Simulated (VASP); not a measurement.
# Cl: single point with PBE

Cl:

```
Cl
1.0
     0.00000    2.70923    2.70923
     2.70923    0.00000    2.70923
     2.70923    2.70923    0.00000
Cl
2
Direct
  0.00000 0.00000 0.00000
  0.25000 0.25000 0.25000
```

* Program: VASP 6.6.1
* Task: single point
* Functional: PBE
* Potentials or basis: VASP PAW PBE potentials, release 64 (Cl)
* Cutoff: 500 eV
* k mesh: 5 × 5 × 5
* Occupations: fermi-dirac, width 0.01 eV
* Spin: no spin polarisation
* Dipole correction: no
* Further INCAR settings: ALGO = Normal; EDIFF = 1e-06; NBANDS = 14

```
Pressure               : 29.8 GPa
Band gap on the k mesh : zero (bands 7 and 8 overlap by 2.87 eV)
```

Levels at points of the mesh, in eV from the Fermi level:
| k point | band 5 | band 6 | band 7 | band 8 | band 9 | band 10 |
| --- | --- | --- | --- | --- | --- | --- |
| (0.00, 0.00, 0.00) | -5.49 | -2.23 | -2.23 | -2.23 | 5.91 | 8.77 |

Wall time 12 s on 1 thread of AMD EPYC 7R43 64-Core Processor (Zen 3) (shared host), peak memory 0.11 GiB.

Caveat: the k points lie up to 0.40 Å⁻¹ apart, too coarse for converged energies and pressures of a metal.
